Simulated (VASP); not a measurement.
A run of VASP 6.6.1 is set up as follows.

Contents of INCAR:

```
PREC = Accurate
ENCUT = 520
EDIFF = 1E-6
ISMEAR = 0
SIGMA = 0.15
LREAL = F
LASPH = T
NELM = 100
ALGO = Fast
ISIF = 2
LWAVE = F
LCHARG = F
GGA = PS
NBANDS = 24
```

KPOINTS

```
regular mesh
0
Gamma
  14 14 14
```

File POSCAR:

```
AlNi3
1.0
    0.0000000000      2.7704237779      2.7704237779
    2.7984078565     -0.0279840786      2.7984078565
    2.7984078565      2.7984078565     -0.0279840786
Al Ni
1 3
Direct
    0.5000000000      0.5000000000      0.5000000000
    0.2500000000      0.2500000000      0.2500000000
    0.0000000000      0.0000000000      0.0000000000
    0.7500000000      0.7500000000      0.7500000000
```

Potentials or basis: VASP PAW PBE potentials, release 64 (Al, Ni).

Command:

```sh
$ cat potpaw_PBE.64/Al/POTCAR potpaw_PBE.64/Ni/POTCAR > POTCAR
$ mpirun -np 1 vasp_std > vasp.out
```

Problem. Predict the pressure.

Solution. 0.2 GPa.

Problem. What does it give for the largest force?

Solution. 0.021 eV/Å.

Forces in eV/Å, atoms in the order of the input:
```
Al   0.000  0.000  0.000
Ni   0.021  0.000  0.000
Ni   0.000  0.000  0.000
Ni  -0.021  0.000  0.000
```

Caveat: the cell differs from its parent crystal (strain -0.0200 x Voigt [0, 0, 0, 1, 0, 0]); the PAW data sets were made with another functional, which shifts forces and pressure a little. Spin polarisation is off, so any magnetic state and its effect on volume and gap are missing.
